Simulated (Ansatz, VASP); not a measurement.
# One calculation of Zn, two programs

Contents of INCAR:

```
SYSTEM = Zn
ALGO = Normal
EDIFF = 1E-7
ENCUT = 520
GGA = PE
ISIF = 2
ISMEAR = -1
LASPH = .TRUE.
LCHARG = .FALSE.
LREAL = .FALSE.
LWAVE = .FALSE.
NBANDS = 19
NELM = 100
PREC = Accurate
SIGMA = 0.1
```

File KPOINTS:

```
k-points
0
G
  12 12 6
  0 0 0
```

POSCAR

```
Zn
1.0
    2.6700000000      0.0000000000      0.0000000000
   -1.3350000000      2.3122878300      0.0000000000
    0.0000000000      0.0000000000      4.9660000000
Zn
2
Direct
    0.3333333333      0.6666666667      0.2500000000
    0.6666666667      0.3333333333      0.7399315344
```

Input for Ansatz:

```yaml
crystal:
  lattice:
    - [2.67, 0.0, 0.0]
    - [-1.335, 2.31228783, 0.0]
    - [0.0, 0.0, 4.966]
  atoms:
    - { symbol: Zn, position: [0.33333333333333337, 0.6666666666666667, 0.25] }
    - { symbol: Zn, position: [0.6666666666666666, 0.33333333333333337, 0.7399315344341523] }
basis:
  ecutwfc: 450.0
kpoints:
  mp_grid:
    grid: [12, 12, 6]
hamiltonian:
  xc: pbe
scf:
  occupations:
    method: fermi_dirac
output:
  forces: true
```

Alike in both runs: task single point; functional PBE; k mesh 12 × 12 × 6; no spin polarisation.

|  | VASP | Ansatz |
| --- | --- | --- |
| version | VASP 6.6.1 | Ansatz 0.2.0 |
| potentials or method | VASP PAW PBE potentials, release 64 (Zn), cutoff 520 eV | plane waves, PAW |
| occupations | fermi-dirac, width 0.1 eV | fermi-dirac |
| valence electrons in the cell | 24 | 24 |

|  | VASP | Ansatz | Ansatz less VASP |
| --- | --- | --- | --- |
| rms of the force components (eV/Å) | 0.069 | 0.068 | -0.0011 |

Atom by atom the forces differ by 0.001 eV/Å (rms over components).
